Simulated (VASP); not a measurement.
# NaVS2 (R-3m) in VASP: a series of runs, part 3 of 3

VASP 6.6.1. The steps go on from the part before.

## Step 5: Single point, LDA (15.94 Å³/atom)

This run uses another cell than the first one, of 15.94 Å³/atom.

INCAR

```
PREC     = Accurate       # precision mode
ENCUT    = 520            # plane-wave cutoff, eV
EDIFF    = 1E-7           # SCF threshold, eV
ISMEAR   = -1             # smearing method
SIGMA    = 0.03           # smearing width, eV
LREAL    = F              # projectors in reciprocal space
LASPH    = T              # aspherical terms in the spheres
NELM     = 80             # most SCF steps
ALGO     = Normal         # electronic algorithm
ISIF     = 2              # what is computed and relaxed
LWAVE    = F              # write WAVECAR
LCHARG   = F              # write CHGCAR
NBANDS   = 24             # bands
```

KPOINTS

```
regular mesh
0
Gamma
  11 11 11
```

POSCAR

```
NaVS2
1.0
    1.7242413180      0.9954911891      6.1915251554
   -1.7242413180      0.9954911891      6.1915251554
    0.0000000000     -1.9909823782      6.1915251554
Na V S
1 1 2
Direct
    0.5000000000      0.5000000000      0.5000000000
    0.0000000000      0.0000000000      0.0000000000
    0.2643788700      0.2643788700      0.2643788700
    0.7356211300      0.7356211300      0.7356211300
```

Launch:

```
> cat potpaw_LDA.64/Na_pv/POTCAR potpaw_LDA.64/V_sv/POTCAR potpaw_LDA.64/S/POTCAR > POTCAR
> mpirun -np 1 vasp_std > vasp.out
```

Run time: 4.4 min. Hardware: 1 thread of Intel Xeon 6975P-C (Granite Rapids), shared host; peak memory 0.39 GiB.

It converged, with:

```yaml
Free_energy: -24.9021 eV
Pressure: 0.2 GPa
Largest_force: 0.408 eV/Å
Band_gap_on_the_k_mesh: zero (bands 16 and 17 overlap by 0.57 eV)
```

Forces in eV/Å, atoms in the order of the input:
```
Na   0.000  0.000  0.000
V    0.000  0.000  0.000
S    0.000  0.000 -0.408
S    0.000  0.000  0.408
```

Stress tensor (GPa, compression positive):
```
-2.68  0.00  0.00
 0.00 -2.68  0.00
 0.00  0.00  5.93
```

Levels at points of the mesh, in eV from the Fermi level:
```tsv
k point	band 13	band 14	band 15	band 16	band 17	band 18	band 19	band 20
(0.00, 0.00, 0.00)	-1.70	-1.06	-1.06	-0.49	-0.49	0.11	2.60	2.60
```

Caveat: the run has no spin polarisation, though such a crystal can be magnetic. With open d or f shells a metallic result of LDA can be an artefact of self-interaction; +U or a hybrid may open a gap.

## Step 6: Single point, LDA (17.03 Å³/atom)

This run uses another cell than the first one, of 17.03 Å³/atom.

INCAR

```
PREC     = Accurate       # precision mode
ENCUT    = 520            # plane-wave cutoff, eV
EDIFF    = 1E-6           # SCF threshold, eV
ISMEAR   = -1             # smearing method
SIGMA    = 0.03           # smearing width, eV
LREAL    = False          # projectors in reciprocal space
LASPH    = True           # aspherical terms in the spheres
NELM     = 80             # most SCF steps
ALGO     = Normal         # electronic algorithm
ISIF     = 2              # what is computed and relaxed
LWAVE    = False          # write WAVECAR
LCHARG   = True           # write CHGCAR
GGA      = CA             # functional
LELF     = True           # ELF
LVHAR    = True         
NBANDS   = 24             # bands
```

KPOINTS

```
Automatic mesh
0
Gamma
  11 11 11
```

POSCAR

```
NaVS2
1.0
    1.7625702752      1.0176204228      6.3291594297
   -1.7625702752      1.0176204228      6.3291594297
    0.0000000000     -2.0352408457      6.3291594297
Na V S
1 1 2
Direct
    0.5000000000      0.5000000000      0.5000000000
    0.0000000000      0.0000000000      0.0000000000
    0.2643788700      0.2643788700      0.2643788700
    0.7356211300      0.7356211300      0.7356211300
```

Potentials or basis: VASP PAW LDA potentials, release 64 (Na_pv, V_sv, S).

Launch:

```
> cat potpaw_LDA.64/Na_pv/POTCAR potpaw_LDA.64/V_sv/POTCAR potpaw_LDA.64/S/POTCAR > POTCAR
> mpirun -np 1 vasp_std > vasp.out
```

OUTCAR:

```text
PREC = Accurate
   ENCUT = 520
   EDIFF = 1E-6
   ISMEAR = -1
   LREAL = False
   LASPH = True
   NELM = 80
   ISIF = 2
   GGA = CA

 ion  position               nearest neighbor table
   1  0.500  0.500  0.500-   3 2.75   4 2.75   3 2.75   3 2.75   4 2.75   4 2.75
   2  0.000  0.000  0.000-   4 2.42   3 2.42   4 2.42   4 2.42   3 2.42   3 2.42
   3  0.264  0.264  0.264-   2 2.42   2 2.42   2 2.42   1 2.75   1 2.75   1 2.75
   4  0.736  0.736  0.736-   2 2.42   2 2.42   2 2.42   1 2.75   1 2.75   1 2.75

  LATTYP: Found a trigonal (rhomboedric) cell.
 ALAT       =     6.6483429805
 COS(alpha) =     0.8594288989

  Lattice vectors:

 A1 = (   1.7625702752,   1.0176204228,   6.3291594297)
 A2 = (  -1.7625702752,   1.0176204228,   6.3291594297)
 A3 = (   0.0000000000,  -2.0352408457,   6.3291594297)

Analysis of symmetry for initial positions (statically):
=====================================================================
 Subroutine PRICEL returns:
 Original cell was already a primitive cell.

 Routine SETGRP: Setting up the symmetry group for a
 trigonal (rhombohedral) supercell.

 Subroutine GETGRP returns: Found 12 space group operations
 (whereof 12 operations were pure point group operations)
 out of a pool of 12 trial point group operations.

The static configuration has the point symmetry D_3d.

Analysis of symmetry for dynamics (positions and initial velocities):
=====================================================================
 Subroutine PRICEL returns:
 Original cell was already a primitive cell.

 Routine SETGRP: Setting up the symmetry group for a
 trigonal (rhombohedral) supercell.

 Subroutine GETGRP returns: Found 12 space group operations
 (whereof 12 operations were pure point group operations)
 out of a pool of 12 trial point group operations.

The dynamic configuration has the point symmetry D_3d.

[... 112 lines left out ...]
   PSTRESS=    0.0 pullay stress
   NELECT =      32.0000    total number of electrons
   NUPDOWN=      -1.0000    fix difference up-down
   EMIN   =  10.00;   EMAX   =-10.00  energy-range for DOS
   EFERMI =   0.00;   METHOD = LEGACY
   ISMEAR =    -1;   SIGMA  =   0.03  broadening in eV -4-tet -1-fermi 0-gaus
   EFERMI_NEDOS =   21; number of points for ismear=-14 and -15
   IALGO  =     38    algorithm
   IMIX   =      4    mixing-type and parameters
     AMIX     =   0.40;   BMIX     =  1.00
     AMIX_MAG =   1.60;   BMIX_MAG =  1.00
  volume/ion in A,a.u.               =      17.03       114.91
  Fermi-wavevector in a.u.,A,eV,Ry     =   1.272668  2.404993 22.037121  1.619683
  Thomas-Fermi vector in A             =   2.405533
   LORBIT       =      0    0 simple, 1 ext, 2 COOP (PROOUT), +10 PAW based schemes
   GGA     = CA    functional components
   LHFCALC =     F    Hartree Fock is set to
   AEXX    =    0.0000 exact exchange contribution
   IVDW    =     0    specifies the selected vdW correction
   LEPSILON=     F    determine dielectric tensor
   LRPA    =     F    only Hartree local field effects (RPA)
 non-spin polarized calculation
  energy-cutoff  :      520.00
  volume of cell :       68.11
 maximum number of plane-waves:      1866
 NGX is ok and might be reduce to    50
   NGX = 25   NGY = 25   NGZ = 25

 number of electron      31.9999995 magnetization

 Free energy of the ion-electron system (eV)
  ---------------------------------------------------
  ext. energy  EPLUGINS =         0.00000000
  ---------------------------------------------------
  free energy    TOTEN  =       -24.82439875 eV

  energy without entropy =      -24.81682973  energy(sigma->0) =      -24.82061424

 E-fermi :   5.8502     XC(G=0): -10.5728

 val. band max:        5.8385165523   @ k =  -0.3636   0.3636   0.0909
 cond. band min:       5.8514097327   @ k =  -0.2727   0.3636   0.0909
 fundamental gap:      0.0128931803
 Fermi energy:         5.8501514111

 k-point     1 :       0.0000    0.0000    0.0000
  band No.  band energies     occupation
      1     -58.2937      2.00000
      2     -32.6365      2.00000
      3     -32.6365      2.00000
      4     -32.3684      2.00000
      5     -18.0898      2.00000
      6     -18.0530      2.00000
[... 637 lines left out ...]
     23      12.7669      0.00000
     24      13.7102      0.00000

 [... further k-points ...]
[... 5 lines left out ...]
  --------------------------------------------------------------------------------------
  -------------------------------------------------------------------------------------
  Total       -3.4986561     -3.4986561     -0.2601138      0.0000000      0.0000000      0.0000000
  in kB      -82.2966761    -82.2966761     -6.1184924      0.0000000      0.0000000      0.0000000
  external PRESSURE =     -56.9039482 kB  Pullay stress =       0.0000000 kB

 VOLUME and BASIS-vectors are now :
 -----------------------------------------------------------------------------
  energy-cutoff  :      520.00
  volume of cell :       68.11
      direct lattice vectors                 reciprocal lattice vectors
     1.762570275  1.017620423  6.329159430     0.283676632  0.163780780  0.052666288
    -1.762570275  1.017620423  6.329159430    -0.283676632  0.163780780  0.052666288
     0.000000000 -2.035240846  6.329159430     0.000000000 -0.327561560  0.052666288

 POSITION                                       TOTAL-FORCE (eV/Angst)
 -----------------------------------------------------------------------------------
      0.00000     -0.00000      9.49374         0.000000     -0.000000      0.000000
      0.00000      0.00000      0.00000        -0.000000     -0.000000      0.000000
      0.00000     -0.00000      5.01989        -0.000000     -0.000000      0.093697
      0.00000     -0.00000     13.96759        -0.000000      0.000000     -0.093697
 -----------------------------------------------------------------------------------
    total drift:                                0.000000     -0.000000     -0.000000

  FREE ENERGIE OF THE ION-ELECTRON SYSTEM (eV)
  ---------------------------------------------------
  free  energy   TOTEN  =       -24.8243987516 eV

  energy  without entropy=      -24.8168297324  energy(sigma->0) =      -24.82061424
```

OSZICAR:

```text
N       E                     dE             d eps       ncg     rms          rms(c)
DAV:   1     0.311847618028E+03    0.31185E+03   -0.15652E+04  7008   0.142E+03
DAV:   2    -0.552300805284E+01   -0.31737E+03   -0.30113E+03  7336   0.413E+02
DAV:   3    -0.278119744999E+02   -0.22289E+02   -0.21703E+02  8936   0.105E+02
DAV:   4    -0.283811676967E+02   -0.56919E+00   -0.56758E+00  8192   0.175E+01
DAV:   5    -0.283962184259E+02   -0.15051E-01   -0.15047E-01  9496   0.283E+00    0.194E+01
DAV:   6    -0.278007688299E+02    0.59545E+00   -0.20140E+01  7168   0.416E+01    0.189E+01
DAV:   7    -0.254250079356E+02    0.23758E+01   -0.20450E+01  7896   0.430E+01    0.889E+00
DAV:   8    -0.248803369984E+02    0.54467E+00   -0.14826E+00  7560   0.963E+00    0.212E+00
DAV:   9    -0.248275781857E+02    0.52759E-01   -0.15620E-01  8840   0.306E+00    0.650E-01
DAV:  10    -0.248246954192E+02    0.28828E-02   -0.17794E-02  7904   0.111E+00    0.248E-01
DAV:  11    -0.248246224102E+02    0.73009E-04   -0.13016E-03  9304   0.277E-01    0.183E-01
DAV:  12    -0.248244590786E+02    0.16333E-03   -0.77034E-04  8104   0.322E-01    0.783E-02
DAV:  13    -0.248243993484E+02    0.59730E-04   -0.11956E-04  7904   0.129E-01    0.254E-02
DAV:  14    -0.248243986932E+02    0.65518E-06   -0.12188E-05  8624   0.228E-02    0.695E-03
DAV:  15    -0.248243987516E+02   -0.58426E-07   -0.33934E-07  5416   0.472E-03
   1 F= -.24824399E+02 E0= -.24820614E+02  d E =-.756902E-02
```

Wall time 6 min (1 thread of Intel Xeon 6975P-C (Granite Rapids), shared host); peak memory 0.43 GiB.

What came out:

```yaml
Free_energy: -24.8244 eV
Pressure: -5.7 GPa
Largest_force: 0.094 eV/Å
Band_gap_on_the_k_mesh: zero (bands 16 and 17 overlap by 0.51 eV)
```

Forces in eV/Å, atoms in the order of the input:
```
Na   0.000  0.000  0.000
V    0.000  0.000  0.000
S    0.000  0.000  0.094
S    0.000  0.000 -0.094
```

Levels at points of the mesh, in eV from the Fermi level:
```tsv
k point	band 13	band 14	band 15	band 16	band 17	band 18	band 19	band 20
(0.00, 0.00, 0.00)	-1.69	-1.11	-1.11	-0.43	-0.43	0.11	2.37	2.37
```

Caveat: the cell stands under tension; the run has no spin polarisation, though such a crystal can be magnetic. With open d or f shells a metallic result of LDA can be an artefact of self-interaction; +U or a hybrid may open a gap.

## Step 7: Single point, LDA, collinear spin, ferromagnetic start

This run uses another cell than the first one, of 18.12 Å³/atom.

INCAR

```
SYSTEM = NaVS2
ALGO = Normal
EDIFF = 1E-7
ENCUT = 520
GGA = CA
ISIF = 2
ISMEAR = -1
ISPIN = 2
LASPH = .True.
LCHARG = .True.
LELF = .True.
LMAXMIX = 4
LORBIT = 11
LREAL = .False.
LVHAR = .True.
LWAVE = .False.
MAGMOM = 0 2 0 0
NBANDS = 28
NELM = 150
PREC = Accurate
SIGMA = 0.03
```

KPOINTS

```
k-points
0
Gamma
  11 11 11
  0 0 0
```

POSCAR

```
NaVS2
1.0
    1.7993010104      1.0388269227      6.4610546979
   -1.7993010104      1.0388269227      6.4610546979
    0.0000000000     -2.0776538454      6.4610546979
Na V S
1 1 2
Direct
    0.5000000000      0.5000000000      0.5000000000
    0.0000000000      0.0000000000      0.0000000000
    0.2643788700      0.2643788700      0.2643788700
    0.7356211300      0.7356211300      0.7356211300
```

Launch:

```
> cat potpaw_LDA.64/Na_pv/POTCAR potpaw_LDA.64/V_sv/POTCAR potpaw_LDA.64/S/POTCAR > POTCAR
> mpirun -np 1 vasp_std > vasp.out
```

It took 53 min on 1 thread of Intel Xeon 8259CL, shared host; peak memory 0.61 GiB.

It converged, with:

| Property | Result |
| --- | --- |
| Free energy | -24.7723 eV |
| Pressure | -6.3 GPa |
| Largest force | 0.543 eV/Å |
| Band gap on the k mesh | zero (filled and empty bands overlap) |
| Net moment | 2.00 μB per cell |
| Site moments | Na +0.00; V +1.82; S -0.04 μB |
| Valence electrons inside the program's atomic spheres | Na 6.05; V 11.36; S 3.74 |

Forces on the atoms (eV/Å):
```
Na   0.000  0.000  0.000
V    0.000  0.000  0.000
S    0.000  0.000  0.543
S    0.000  0.000 -0.543
```

Stress tensor (GPa, compression positive):
```
-6.77  0.00  0.00
 0.00 -6.77  0.00
 0.00  0.00 -5.29
```

Levels at points of the mesh, in eV from the Fermi level:
Spin up:
| k point | band 14 | band 15 | band 16 | band 17 | band 18 | band 19 | band 20 | band 21 |
| --- | --- | --- | --- | --- | --- | --- | --- | --- |
| (0.00, 0.00, 0.00) | -1.04 | -1.04 | -0.81 | -0.81 | -0.37 | 2.12 | 2.12 | 3.22 |
Spin down:
```csv
k point,band 13,band 14,band 15,band 16,band 17,band 18
"(0.00, 0.00, 0.00)",-1.53,-1.01,-1.01,0.66,0.66,0.96
```

Caveat: the cell stands under tension. With open d or f shells a metallic result of LDA can be an artefact of self-interaction; +U or a hybrid may open a gap.

## Step 8: The runs side by side

```tsv
spin	cell	gap on the mesh (eV)	pressure (GPa)	largest force (eV/Å)
off	a = 6.026 Å, angles 30.7°, 4 atoms	none	38.2	2.94
off	a = 6.194 Å, angles 30.7°, 4 atoms	none	20.7	1.88
off	a = 6.352 Å, angles 30.7°, 4 atoms	none	8.5	1.05
off	a = 6.504 Å, angles 30.7°, 4 atoms	none	0.2	0.41
off	a = 6.648 Å, angles 30.7°, 4 atoms	none	-5.7	0.09
collinear, ferromagnetic start	a = 6.787 Å, angles 30.7°, 4 atoms	none	-6.3	0.54
```

Alike in all rows: task single point; level LDA; potentials or basis VASP PAW LDA potentials, release 64 (Na_pv, V_sv, S); k mesh 11 × 11 × 11; cutoff (eV) 520; smearing fermi-dirac 0.03 eV.

Caveats: the cell stands under pressure (at least some runs); forces of over 1 eV/Å act on the atoms, so gaps and moduli don't describe the material at rest (at least some runs); the cell stands under tension (at least some runs).

Total energies depend on the potentials used, so only differences within one code and one set of settings carry meaning.
